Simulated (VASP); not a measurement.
The system is ScAl.

```
Sc Al
1.0
     3.37035    0.00000    0.00000
     0.00000    3.37035    0.00000
     0.00000    0.00000    3.37035
Sc Al
1 1
Direct
  0.50000 0.50000 0.50000
  0.00000 0.00000 0.00000
```

* Program: VASP 6.6.1
* Task: relaxation of cell and atoms
* Functional: PBEsol
* Potentials or basis: VASP PAW PBE potentials, release 64 (Sc_sv, Al)
* Cutoff: 600 eV
* k mesh: 1 × 1 × 1
* Occupations: gaussian, width 0.1 eV
* Spin: no spin polarisation

At the start: pressure -30.5 GPa; volume 19.14 Å³/atom.

Q: Where does the relaxation end?

A: Over 6 steps the energy falls by 867.8 meV/atom and the volume is 12.72 Å³/atom (-33.5 %); space group Pm-3m (No. 221, to 0.05 Å).

The path:
| step | energy change (eV) | largest force (eV/Å) | pressure (GPa) | volume (Å³) |
| --- | --- | --- | --- | --- |
| 1 | 0.0000 | 0.0000 | -30.49 | 38.28 |
| 2 | -1.2706 | 0.0000 | 43.08 | 21.44 |
| 3 | -1.7350 | 0.0000 | -1.10 | 25.61 |
| 4 | -1.7355 | 0.0000 | 0.44 | 25.40 |
| 5 | -1.7355 | 0.0000 | -0.44 | 25.52 |
| 6 | -1.7356 | 0.0000 | -0.01 | 25.45 |

Final structure:
```
CELL_PARAMETERS angstrom
2.94145 0.00000 0.00000
0.00000 2.94145 0.00000
0.00000 0.00000 2.94145
ATOMIC_POSITIONS crystal
Sc 0.50000 0.50000 0.50000
Al 0.00000 0.00000 0.00000
```

Caveat: the k points lie up to 2.14 Å⁻¹ apart in the final cell; the volume moved by over 15 % at a fixed basis, so the end points are rough; the PAW data sets were made with another functional, which shifts forces and pressure a little.
